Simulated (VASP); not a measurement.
# CdF2: single point with r2SCAN

The system is CdF2.

```
CELL_PARAMETERS angstrom
0.00000 2.69400 2.69400
2.69400 0.00000 2.69400
2.69400 2.69400 0.00000
ATOMIC_POSITIONS crystal
Cd 0.00000 0.00000 0.00000
F 0.75000 0.75000 0.75000
F 0.25000 0.25000 0.25000
```

```yaml
Program: VASP 6.6.1
Task: single point
Functional: r2SCAN
Potentials_or_basis: VASP PAW PBE potentials, release 64 (Cd_sv_GW, F)
Cutoff: 770 eV
k_mesh: 7 × 7 × 7
Occupations: fermi-dirac, width 0.05 eV
Spin: non-collinear spin, zero start, spin-orbit coupling
Starting_moments: "[[0.0, 0.0, 0.0], [0.0, 0.0, 0.0], [0.0, 0.0, 0.0]] μB"
Dipole_correction: no
Further_INCAR_settings: ALGO = Normal; EDIFF = 1e-06; NBANDS = 47
```

| Item | Value |
| --- | --- |
| Pressure | -0.4 GPa |
| Net moment | 0.00 μB per cell |
| Valence electrons inside the program's atomic spheres | Cd 17.56; F 6.12 |

Moments on the atoms (μB; x, y, z):
```
Cd  0.00 0.00 0.00
F   0.00 0.00 0.00
F   0.00 0.00 0.00
```

It took 9 min on 1 thread of Intel(R) Xeon(R) Platinum 8488C (Sapphire Rapids) (shared host), peak memory 0.53 GiB.

Caveat: the PAW data sets were made with another functional, which shifts forces and pressure a little.
